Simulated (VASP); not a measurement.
Wanted: the native input for a VASP 6.6.1 run.

```
Task                   : single point
Functional             : r2SCAN
Potentials or basis    : VASP PAW PBE potentials, release 64 (Al, O, Pt_sv_GW)
Cutoff                 : 660 eV
k mesh                 : 5 × 5 × 3
Occupations            : tetrahedron
Spin                   : no spin polarisation
Hubbard terms          : Pt d U = 5.0 eV
Dipole correction      : no
Further INCAR settings : ALGO = Normal; EDIFF = 1e-06; NBANDS = 36
```

AlPtO:

```
Al O Pt
1.0
     3.33519    0.00000    0.00000
     0.00000    3.32598    0.00000
     0.00000    0.00000    7.06656
Al O Pt
2 2 2
Direct
  0.00000 0.50000 0.07000
  0.50000 0.00000 0.93000
  0.00000 0.00000 0.94000
  0.50000 0.50000 0.06000
  0.00000 0.00000 0.30000
  0.50000 0.50000 0.70000
```

These files were run (other wordings do the same):

POSCAR

```
AlPtO
1.0
    3.3351930000      0.0000000000      0.0000000000
    0.0000000000      3.3259800000      0.0000000000
    0.0000000000      0.0000000000      7.0665550000
Al O Pt
2 2 2
Direct
    0.0000000000      0.5000000000      0.0700000000
    0.5000000000      0.0000000000      0.9300000000
    0.0000000000      0.0000000000      0.9400000000
    0.5000000000      0.5000000000      0.0600000000
    0.0000000000      0.0000000000      0.3000000000
    0.5000000000      0.5000000000      0.7000000000
```

INCAR.step1

```
SYSTEM = AlPtO
PREC     = Accurate       ! precision mode
ENCUT    = 660            ! plane-wave cutoff, eV
ISMEAR   = -5             ! smearing method
SIGMA    = 0.1            ! smearing width, eV
LREAL    = .FALSE.        ! projectors in reciprocal space
LASPH    = .TRUE.         ! aspherical terms in the spheres
NELM     = 200            ! most SCF steps
LMAXMIX  = 4              ! l up to which the mixer works
LDAU     = .TRUE.         ! DFT+U
LDAUTYPE = 2            
LDAUL    = -1 -1 2        ! shell
LDAUU    = 0 0 5          ! U, eV
LDAUJ    = 0 0 0        
NBANDS   = 36             ! bands
GGA      = PE             ! functional
ALGO     = Normal         ! electronic algorithm
EDIFF    = 1E-5           ! SCF threshold, eV
LWAVE    = .TRUE.         ! write WAVECAR
LCHARG   = .FALSE.        ! write CHGCAR
GGA_COMPAT= .FALSE.
```

INCAR.step2

```
SYSTEM = AlPtO
PREC     = Accurate       ! precision mode
ENCUT    = 660            ! plane-wave cutoff, eV
EDIFF    = 1E-6           ! SCF threshold, eV
ISMEAR   = -5             ! smearing method
SIGMA    = 0.1            ! smearing width, eV
LREAL    = .FALSE.        ! projectors in reciprocal space
LASPH    = .TRUE.         ! aspherical terms in the spheres
NELM     = 200            ! most SCF steps
ALGO     = Normal         ! electronic algorithm
ISIF     = 2              ! what is computed and relaxed
LWAVE    = .FALSE.        ! write WAVECAR
LCHARG   = .FALSE.        ! write CHGCAR
LMAXMIX  = 4              ! l up to which the mixer works
LDAU     = .TRUE.         ! DFT+U
LDAUTYPE = 2            
LDAUL    = -1 -1 2        ! shell
LDAUU    = 0 0 5          ! U, eV
LDAUJ    = 0 0 0        
LDAUPRINT= 1            
METAGGA  = R2SCAN         ! meta-GGA
LMIXTAU  = .TRUE.       
NBANDS   = 36             ! bands
ISTART   = 1            
GGA_COMPAT= .FALSE.
```

KPOINTS

```
Automatic mesh
0
G
  5 5 3
  0 0 0
```

Potentials or basis: VASP PAW PBE potentials, release 64 (Al, O, Pt_sv_GW).

Launch:

```console
$ cat potpaw_PBE.64/Al/POTCAR potpaw_PBE.64/O/POTCAR potpaw_PBE.64/Pt_sv_GW/POTCAR > POTCAR
$ cp INCAR.step1 INCAR
$ mpirun -np 1 vasp_std > vasp.out
$ cp INCAR.step2 INCAR
$ mpirun -np 1 vasp_std > vasp.out
```

Results of the run:

```
Pressure               : 32.2 GPa
Largest force          : 4.510 eV/Å
Band gap on the k mesh : zero (bands 27 and 28 overlap by 1.93 eV)
```

Caveat: the k points lie up to 0.38 Å⁻¹ apart, too coarse for converged energies and pressures of a metal; the PAW data sets were made with another functional, which shifts forces and pressure a little; spin-orbit coupling is left out, which moves the levels of the heavy elements; U without spin polarisation on a metal has little footing; tetrahedron occupations give inexact forces and stress in metals.

It took 2.2 min on 1 thread of Intel(R) Xeon(R) 6975P-C (Granite Rapids) (shared host), peak memory 0.26 GiB.
